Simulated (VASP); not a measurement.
A run of VASP 6.6.1 is set up as follows.

The input INCAR:

```
SYSTEM = ScSbTe3
PREC     = Accurate       ! precision mode
ENCUT    = 520            ! plane-wave cutoff, eV
EDIFF    = 1E-6           ! SCF threshold, eV
ISMEAR   = 0              ! smearing method
SIGMA    = 0.1            ! smearing width, eV
LREAL    = .FALSE.        ! projectors in reciprocal space
LASPH    = .TRUE.         ! aspherical terms in the spheres
NELM     = 150            ! most SCF steps
ALGO     = Normal         ! electronic algorithm
ISIF     = 2              ! what is computed and relaxed
LWAVE    = .FALSE.        ! write WAVECAR
LCHARG   = .FALSE.        ! write CHGCAR
ISPIN    = 2              ! spin polarisation
MAGMOM   = 1 0 0 0 0      ! initial moments
LORBIT   = 11             ! projections on sites
LMAXMIX  = 4              ! l up to which the mixer works
GGA      = PE             ! functional
NBANDS   = 29             ! bands
```

Contents of KPOINTS:

```
regular mesh
0
G
  4 4 2
  0 0 0
```

Contents of POSCAR:

```
ScSbTe3
1.0
    3.9961593288      0.0000000000      0.0000000000
    0.0000000000      3.9961593288      0.0000000000
    0.0000000000      0.0000000000     10.1757258328
Sc Sb Te
1 1 3
Direct
    0.5000000000      0.5000000000      0.5000000000
    0.5000000000      0.5000000000      0.0000000000
    0.0000000000      0.0000000000      0.5000000000
    0.0000000000      0.0000000000      0.8357994345
    0.0000000000      0.0000000000      0.1642005655
```

Potentials or basis: VASP PAW PBE potentials, release 64 (Sc_sv, Sb, Te).

The run is started by

```sh
$ cat potpaw_PBE.64/Sc_sv/POTCAR potpaw_PBE.64/Sb/POTCAR potpaw_PBE.64/Te/POTCAR > POTCAR
$ mpirun -np 1 vasp_std > vasp.out
```

Question: Predict the pressure.

Answer: 0.3 GPa.

Question: Estimate the net moment.

Answer: 0.46 μB per cell.

Question: Estimate the site moments.

Answer: Sc +0.29; Sb +0.02; Te -0.01, -0.00 (each value once) μB.

Stress tensor (GPa, compression positive):
```
0.42 0.00 0.00
0.00 0.42 0.00
0.00 0.00 0.14
```

Caveat: the k points lie up to 0.39 Å⁻¹ apart; a moment this small can come from the mesh or the smearing.
